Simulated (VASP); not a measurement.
Here is a VASP 6.6.1 calculation.

File INCAR:

```
  PREC = Accurate
  ENCUT = 520
  EDIFF = 1E-6
  ISMEAR = 0
  SIGMA = 0.1
  LREAL = F
  LASPH = T
  NELM = 100
  ALGO = Normal
  ISIF = 2
  LWAVE = F
  LCHARG = F
  GGA = PE
  NBANDS = 16
```

Contents of KPOINTS:

```
Automatic mesh
0
Gamma
  6 6 6
```

Contents of POSCAR:

```
GaN
1.0
    4.7187930651      0.0000000000      0.0000000000
   -2.3593965326      4.0865946696      0.0000000000
    0.0000000000      0.0000000000      3.3889834559
Ga N
1 1
Direct
    0.0000000000      0.0000000000      0.9448251076
    0.0000000000      0.0000000000      0.4448313824
```

Potentials or basis: VASP PAW PBE potentials, release 64 (Ga_d, N).

Run with:

```console
$ cat potpaw_PBE.64/Ga_d/POTCAR potpaw_PBE.64/N/POTCAR > POTCAR
$ mpirun -np 1 vasp_std > vasp.out
```

Predict the band gap on the k mesh.

0.83 eV, indirect (least direct gap 2.46 eV).

Predict the pressure.

-0.2 GPa.

Stress tensor (GPa, compression positive):
```
 0.21  0.00  0.00
 0.00  0.21  0.00
 0.00  0.00 -0.90
```

A k mesh can miss the band edges. PBE gaps usually lie below the measured ones, often by a third to a half.
